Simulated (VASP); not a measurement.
# Tc in VASP: further runs

Tc is run at these levels: PBE; tasks: single point.

Everything below comes from runs of VASP 6.6.1. Logs are shortened: lines on timing, memory, paths and dates and some standing lists are left out, and cuts for length are marked.

**1. The cell of the first run**

It takes space group P6_3/mmc (No. 194, hexagonal). The conventional cell has a = 2.740 Å, b = 2.740 Å, c = 4.398 Å, α = 90.00°, β = 90.00°, γ = 120.00°. Tc (site symmetry -6m2) has 12 Tc at 2.71 to 2.74 Å within 3.6 Å.

**2. Single point, PBE**

INCAR reads:

```
SYSTEM = Tc
PREC = Accurate
ENCUT = 520
EDIFF = 1E-6
ISMEAR = 0
SIGMA = 0.05
LREAL = .False.
LASPH = .True.
NELM = 60
ALGO = Normal
ISIF = 2
LWAVE = .False.
LCHARG = .False.
GGA = PE
NBANDS = 20
```

KPOINTS reads:

```
Automatic mesh
0
Gamma
  15 15 8
  0 0 0
```

POSCAR reads:

```
Tc
1.0
    2.7400000000      0.0000000000      0.0000000000
   -1.3700000000      2.3729096064      0.0000000000
    0.0000000000      0.0000000000      4.3980000000
Tc
2
Direct
    0.3333333333      0.6666666667      0.2500000000
    0.6666666667      0.3333333333      0.7500000000
```

Potentials or basis: VASP PAW PBE potentials, release 64 (Tc_pv).

The run is started by

```bash
cat potpaw_PBE.64/Tc_pv/POTCAR > POTCAR
mpirun -np 1 vasp_std > vasp.out
```

OUTCAR:

```text
SYSTEM = Tc
   PREC = Accurate
   ENCUT = 520
   EDIFF = 1E-6
   ISMEAR = 0
   LREAL = .False.
   LASPH = .True.
   NELM = 60
   ISIF = 2
   GGA = PE

 ion  position               nearest neighbor table
   1  0.333  0.667  0.250-   2 2.71   2 2.71   2 2.71   2 2.71   2 2.71   2 2.71
   2  0.667  0.333  0.750-   1 2.71   1 2.71   1 2.71   1 2.71   1 2.71   1 2.71

  LATTYP: Found a hexagonal cell.
 ALAT       =     2.7400000000
 C/A-ratio  =     1.6051094891

  Lattice vectors:

 A1 = (   2.7400000000,   0.0000000000,   0.0000000000)
 A2 = (  -1.3700000000,   2.3729096064,   0.0000000000)
 A3 = (   0.0000000000,   0.0000000000,   4.3980000000)

Analysis of symmetry for initial positions (statically):
=====================================================================
 Subroutine PRICEL returns:
 Original cell was already a primitive cell.

 Routine SETGRP: Setting up the symmetry group for a
 hexagonal supercell.

 Subroutine GETGRP returns: Found 24 space group operations
 (whereof 12 operations were pure point group operations)
 out of a pool of 24 trial point group operations.

The static configuration has the point symmetry D_3d.
 The point group associated with its full space group is D_6h.

Analysis of symmetry for dynamics (positions and initial velocities):
=====================================================================
 Subroutine PRICEL returns:
 Original cell was already a primitive cell.

 Routine SETGRP: Setting up the symmetry group for a
 hexagonal supercell.

 Subroutine GETGRP returns: Found 24 space group operations
 (whereof 12 operations were pure point group operations)
 out of a pool of 24 trial point group operations.

The dynamic configuration has the point symmetry D_3d.
 The point group associated with its full space group is D_6h.

 Subroutine INISYM returns: Found 24 space group operations
 (whereof 12 operations are pure point group operations),
 and found     1 'primitive' translations

----------------------------------------------------------------------------------------

                                     Primitive cell

  volume of cell :      28.5948

  direct lattice vectors                    reciprocal lattice vectors
     2.740000000  0.000000000  0.000000000     0.364963504  0.210711777  0.000000000
    -1.370000000  2.372909606  0.000000000     0.000000000  0.421423554  0.000000000
     0.000000000  0.000000000  4.398000000     0.000000000  0.000000000  0.227376080

  length of vectors
     2.740000000  2.740000000  4.398000000     0.421423554  0.421423554  0.227376080

  position of ions in fractional coordinates (direct lattice)
     0.333333333  0.666666667  0.250000000
[... 71 lines left out ...]
   ICHARG =      2    charge: 1-file 2-atom 10-const
   ISPIN  =      1    spin polarized calculation?
   LNONCOLLINEAR =      F non collinear calculations
   LSORBIT =      F    spin-orbit coupling
   LASPH  =      T    aspherical Exc in radial PAW
   ENCUT  =  520.0 eV  38.22 Ry    6.18 a.u.   5.09  5.09  8.18*2*pi/ulx,y,z
   NELM   =     60;   NELMIN=  2; NELMDL= -5     # of ELM steps
   EDIFF  = 0.1E-05   stopping-criterion for ELM
   LREAL  =      F    real-space projection
[... 7 lines left out ...]
   TEBEG  =    0.0;   TEEND  =   0.0 temperature during run
   PSTRESS=    0.0 pullay stress
   NELECT =      26.0000    total number of electrons
   NUPDOWN=      -1.0000    fix difference up-down
   EMIN   =  10.00;   EMAX   =-10.00  energy-range for DOS
   EFERMI =   0.00;   METHOD = LEGACY
   ISMEAR =     0;   SIGMA  =   0.05  broadening in eV -4-tet -1-fermi 0-gaus
   EFERMI_NEDOS =   21; number of points for ismear=-14 and -15
   IALGO  =     38    algorithm
   IMIX   =      4    mixing-type and parameters
     AMIX     =   0.40;   BMIX     =  1.00
     AMIX_MAG =   1.60;   BMIX_MAG =  1.00
  volume/ion in A,a.u.               =      14.30        96.48
  Fermi-wavevector in a.u.,A,eV,Ry     =   1.586002  2.997108 34.224109  2.515401
  Thomas-Fermi vector in A             =   2.685380
   LORBIT       =      0    0 simple, 1 ext, 2 COOP (PROOUT), +10 PAW based schemes
   GGA     = PE    functional components
   LHFCALC =     F    Hartree Fock is set to
   AEXX    =    0.0000 exact exchange contribution
   IVDW    =     0    specifies the selected vdW correction
   LEPSILON=     F    determine dielectric tensor
   LRPA    =     F    only Hartree local field effects (RPA)
 non-spin polarized calculation
 Gauss-broadening in eV      SIGMA  =   0.05
  energy-cutoff  :      520.00
  volume of cell :       28.59
 maximum number of plane-waves:       785
   NGX = 11   NGY = 11   NGZ = 17

 number of electron      25.9999998 magnetization

 Free energy of the ion-electron system (eV)
  ---------------------------------------------------
  ext. energy  EPLUGINS =         0.00000000
  ---------------------------------------------------
  free energy    TOTEN  =       -20.69864092 eV

  energy without entropy =      -20.69656495  energy(sigma->0) =      -20.69760293

 E-fermi :  12.6406     XC(G=0): -13.8022

 val. band max:       12.6383296620   @ k =   0.1333   0.0667   0.0000
 cond. band min:      12.6433447274   @ k =   0.3333   0.2667   0.5000
 fundamental gap:      0.0050150655
 Fermi energy:        12.6406191550

 k-point     1 :       0.0000    0.0000    0.0000
  band No.  band energies     occupation
      1     -26.7847      2.00000
      2     -25.6769      2.00000
      3     -25.6769      2.00000
      4     -25.4911      2.00000
      5     -25.4911      2.00000
      6     -25.4528      2.00000
[... 541 lines left out ...]
     19      23.0233      0.00000
     20      25.3932      0.00000

 [... further k-points ...]

------------------------ aborting loop because EDIFF is reached ----------------------------------------

  FORCE on cell =-STRESS in cart. coord.  units (eV):
  Direction    XX          YY          ZZ          XY          YZ          ZX
  --------------------------------------------------------------------------------------
  -------------------------------------------------------------------------------------
  Total        0.4937309      0.4937309      0.1854080     -0.0000000      0.0000000     -0.0000000
  in kB       27.6639333     27.6639333     10.3884816     -0.0000000      0.0000000     -0.0000000
  external PRESSURE =      21.9054494 kB  Pullay stress =       0.0000000 kB

 VOLUME and BASIS-vectors are now :
 -----------------------------------------------------------------------------
  energy-cutoff  :      520.00
  volume of cell :       28.59
      direct lattice vectors                 reciprocal lattice vectors
     2.740000000  0.000000000  0.000000000     0.364963504  0.210711777  0.000000000
    -1.370000000  2.372909606  0.000000000     0.000000000  0.421423554  0.000000000
     0.000000000  0.000000000  4.398000000     0.000000000  0.000000000  0.227376080

 POSITION                                       TOTAL-FORCE (eV/Angst)
 -----------------------------------------------------------------------------------
     -0.00000      1.58194      1.09950         0.000000     -0.000000      0.000000
      1.37000      0.79097      3.29850        -0.000000      0.000000      0.000000
 -----------------------------------------------------------------------------------
    total drift:                               -0.000000      0.000000     -0.000000

  FREE ENERGIE OF THE ION-ELECTRON SYSTEM (eV)
  ---------------------------------------------------
  free  energy   TOTEN  =       -20.6986409206 eV

  energy  without entropy=      -20.6965649475  energy(sigma->0) =      -20.69760293
```

OSZICAR:

```text
N       E                     dE             d eps       ncg     rms          rms(c)
DAV:   1     0.314421825913E+03    0.31442E+03   -0.16450E+04  5400   0.137E+03
DAV:   2    -0.144000390863E+02   -0.32882E+03   -0.32183E+03  5676   0.412E+02
DAV:   3    -0.221049989476E+02   -0.77050E+01   -0.76538E+01  6172   0.740E+01
DAV:   4    -0.221516309231E+02   -0.46632E-01   -0.46628E-01  5920   0.631E+00
DAV:   5    -0.221520839289E+02   -0.45301E-03   -0.45300E-03  6160   0.605E-01    0.237E+01
DAV:   6    -0.208539857521E+02    0.12981E+01   -0.24758E+00  5932   0.151E+01    0.728E+00
DAV:   7    -0.207079147108E+02    0.14607E+00   -0.38916E-01  6124   0.562E+00    0.950E-01
DAV:   8    -0.206985644966E+02    0.93502E-02   -0.84456E-03  5560   0.852E-01    0.506E-02
DAV:   9    -0.206986440874E+02   -0.79591E-04   -0.13163E-04  6272   0.103E-01    0.176E-02
DAV:  10    -0.206986414779E+02    0.26095E-05   -0.64636E-06  5960   0.226E-02    0.564E-03
DAV:  11    -0.206986409206E+02    0.55728E-06   -0.33807E-07  3544   0.576E-03
   1 F= -.20698641E+02 E0= -.20697603E+02  d E =-.207597E-02
```

It took 36 s on 1 thread of Oxide Virtual Turin-like, shared host; peak memory 0.15 GiB.

What came out:

| Property | Result |
| --- | --- |
| Free energy | -20.6986 eV |
| Pressure | 2.2 GPa |
| Band gap on the k mesh | zero (band 13 reaches 14.25 eV, above the bottom of band 14 at 10.98 eV) |

Levels at points of the mesh, in eV from the Fermi level:
```tsv
k point	band 10	band 11	band 12	band 13	band 14	band 15	band 16	band 17
(0.00, 0.00, 0.00)	-1.53	-1.47	-0.81	-0.81	-0.10	-0.10	1.69	2.56
(0.00, 0.00, 0.50)	-1.86	-1.66	-1.66	-1.66	-1.66	1.89	1.89	1.89
```

**3. Single point, PBE**

This run uses another cell than the first one, of 15.16 Å³/atom, 1.060 times its volume.

INCAR reads:

```
  ALGO = Fast
  EDIFF = 1E-6
  ENCUT = 520
  GGA = PE
  ISIF = 2
  ISMEAR = 0
  LASPH = T
  LCHARG = F
  LREAL = F
  LWAVE = F
  NBANDS = 20
  NELM = 80
  PREC = Accurate
  SIGMA = 0.05
```

KPOINTS reads:

```
k-points
0
Gamma
  15 15 8
```

POSCAR reads:

```
Tc
1.0
    2.7937391334      0.0000000000      0.0000000000
   -1.3968695667      2.4194490611      0.0000000000
    0.0000000000      0.0000000000      4.4842571930
Tc
2
Direct
    0.3333333333      0.6666666667      0.2500000000
    0.6666666667      0.3333333333      0.7500000000
```

Potentials or basis: VASP PAW PBE potentials, release 64 (Tc_pv).

The run is started by

```bash
cat potpaw_PBE.64/Tc_pv/POTCAR > POTCAR
mpirun -np 1 vasp_std > vasp.out
```

It took 53 s on 1 thread of Oxide Virtual Turin-like, shared host; peak memory 0.16 GiB.

Results (log left out):

- Free energy: -20.6343 eV
- Pressure: -13.7 GPa
- Band gap on the k mesh: zero (band 13 reaches 13.13 eV, above the bottom of band 14 at 10.16 eV)

Stress tensor (GPa, compression positive):
```
-13.15   0.00   0.00
  0.00 -13.15   0.00
  0.00   0.00 -14.88
```

Levels at points of the mesh, in eV from the Fermi level:
| k point | band 9 | band 10 | band 11 | band 12 | band 13 | band 14 | band 15 | band 16 | band 17 | band 18 |
| --- | --- | --- | --- | --- | --- | --- | --- | --- | --- | --- |
| (0.00, 0.00, 0.00) | -1.39 | -1.39 | -1.34 | -0.74 | -0.74 | -0.08 | -0.08 | 1.54 | 2.36 | 2.36 |
| (0.00, 0.00, 0.50) | -1.75 | -1.75 | -1.51 | -1.51 | -1.51 | -1.51 | 1.73 | 1.73 | 1.73 | 1.73 |

**4. Single point, PBE**

INCAR reads:

```
SYSTEM = Tc
PREC     = Accurate       ! precision mode
ENCUT    = 520            ! plane-wave cutoff, eV
EDIFF    = 1E-6           ! SCF threshold, eV
ISMEAR   = 0              ! smearing method
SIGMA    = 0.05           ! smearing width, eV
LREAL    = .False.        ! projectors in reciprocal space
LASPH    = .True.         ! aspherical terms in the spheres
NELM     = 80             ! most SCF steps
ALGO     = Fast           ! electronic algorithm
ISIF     = 2              ! what is computed and relaxed
LWAVE    = .False.        ! write WAVECAR
LCHARG   = .False.        ! write CHGCAR
GGA      = PE             ! functional
NBANDS   = 20             ! bands
```

KPOINTS reads:

```
Automatic mesh
0
Gamma
  15 15 8
  0 0 0
```

POSCAR reads:

```
Tc
1.0
    2.7400000000      0.0000000000      0.0000000000
   -1.3700000000      2.3729096064      0.0000000000
    0.0000000000      0.0000000000      4.3980000000
Tc
2
Direct
    0.3333333333      0.6666666667      0.2500000000
    0.6709389415      0.3521608666      0.7539747848
```

Potentials or basis: VASP PAW PBE potentials, release 64 (Tc_pv).

The run is started by

```bash
cat potpaw_PBE.64/Tc_pv/POTCAR > POTCAR
mpirun -np 1 vasp_std > vasp.out
```

OUTCAR:

```text
SYSTEM = Tc
   PREC = Accurate
   ENCUT = 520
   EDIFF = 1E-6
   ISMEAR = 0
   LREAL = .False.
   LASPH = .True.
   NELM = 80
   ISIF = 2
   GGA = PE

 ion  position               nearest neighbor table
   1  0.333  0.667  0.250-   2 2.67   2 2.69   2 2.70   2 2.72   2 2.72   2 2.75
   2  0.671  0.352  0.754-   1 2.67   1 2.69   1 2.70   1 2.72   1 2.72   1 2.75

  LATTYP: Found a hexagonal cell.
 ALAT       =     2.7400000000
 C/A-ratio  =     1.6051094891

  Lattice vectors:

[... 743 lines left out ...]

  FORCE on cell =-STRESS in cart. coord.  units (eV):
  Direction    XX          YY          ZZ          XY          YZ          ZX
  --------------------------------------------------------------------------------------
  -------------------------------------------------------------------------------------
  Total        0.7059589      0.3324218      0.1837083     -0.0567293      0.0277412     -0.0089102
  in kB       39.5551484     18.6257191     10.2932462     -3.1785659      1.5543506     -0.4992405
  external PRESSURE =      22.8247046 kB  Pullay stress =       0.0000000 kB

 VOLUME and BASIS-vectors are now :
 -----------------------------------------------------------------------------
  energy-cutoff  :      520.00
  volume of cell :       28.59
      direct lattice vectors                 reciprocal lattice vectors
     2.740000000  0.000000000  0.000000000     0.364963504  0.210711777  0.000000000
    -1.370000000  2.372909606  0.000000000     0.000000000  0.421423554  0.000000000
     0.000000000  0.000000000  4.398000000     0.000000000  0.000000000  0.227376080

 POSITION                                       TOTAL-FORCE (eV/Angst)
 -----------------------------------------------------------------------------------
     -0.00000      1.58194      1.09950        -0.044423      0.132958      0.035486
      1.35591      0.83565      3.31598         0.044423     -0.132958     -0.035486
 -----------------------------------------------------------------------------------
    total drift:                                0.000020     -0.000007      0.000009

  FREE ENERGIE OF THE ION-ELECTRON SYSTEM (eV)
  ---------------------------------------------------
  free  energy   TOTEN  =       -20.6950854306 eV

  energy  without entropy=      -20.6931376396  energy(sigma->0) =      -20.69411154
```

OSZICAR:

```text
N       E                     dE             d eps       ncg     rms          rms(c)
DAV:   1     0.313278392968E+03    0.31328E+03   -0.16489E+04 36272   0.137E+03
DAV:   2    -0.144611388515E+02   -0.32774E+03   -0.32057E+03 37996   0.410E+02
DAV:   3    -0.221007053950E+02   -0.76396E+01   -0.75912E+01 41356   0.736E+01
DAV:   4    -0.221472506309E+02   -0.46545E-01   -0.46539E-01 39720   0.630E+00
DAV:   5    -0.221476956209E+02   -0.44499E-03   -0.44499E-03 41184   0.601E-01    0.237E+01
RMM:   6    -0.208450824226E+02    0.13026E+01   -0.22904E+00 36729   0.124E+01    0.776E+00
RMM:   7    -0.207023358644E+02    0.14275E+00   -0.62095E-01 38640   0.627E+00    0.709E-01
RMM:   8    -0.206958017119E+02    0.65342E-02   -0.45773E-02 39041   0.190E+00    0.583E-01
RMM:   9    -0.206950313519E+02    0.77036E-03   -0.56327E-03 40765   0.744E-01    0.555E-02
RMM:  10    -0.206951162303E+02   -0.84878E-04   -0.10380E-03 42086   0.317E-01    0.496E-02
RMM:  11    -0.206950858868E+02    0.30344E-04   -0.78879E-05 40401   0.834E-02    0.866E-03
RMM:  12    -0.206950862831E+02   -0.39626E-06   -0.10579E-05 41713   0.316E-02    0.109E-02
RMM:  13    -0.206950854306E+02    0.85249E-06   -0.25483E-06 27695   0.143E-02
   1 F= -.20695085E+02 E0= -.20694112E+02  d E =-.194779E-02
```

stdout:

```text
POSCAR found type information on POSCAR Tc
 POSCAR found :  1 types and       2 ions
 scaLAPACK will be used
 LDA part: xc-table for (Slater+PW92), standard interpolation
 POSCAR, INCAR and KPOINTS ok, starting setup
 FFT: planning ... GRIDC
 FFT: planning ... GRID_SOFT
 FFT: planning ... GRID
 WAVECAR not read
 entering main loop
```

Wall time 5.9 min (1 thread of Oxide Virtual Turin-like, shared host); peak memory 0.44 GiB.

Results:

| Property | Result |
| --- | --- |
| Free energy | -20.6951 eV |
| Pressure | 2.3 GPa |
| Largest force | 0.145 eV/Å |
| Band gap on the k mesh | zero (band 13 reaches 14.41 eV, above the bottom of band 14 at 11.02 eV) |

Forces in eV/Å, atoms in the order of the input:
```
Tc  -0.044  0.133  0.035
Tc   0.044 -0.133 -0.035
```
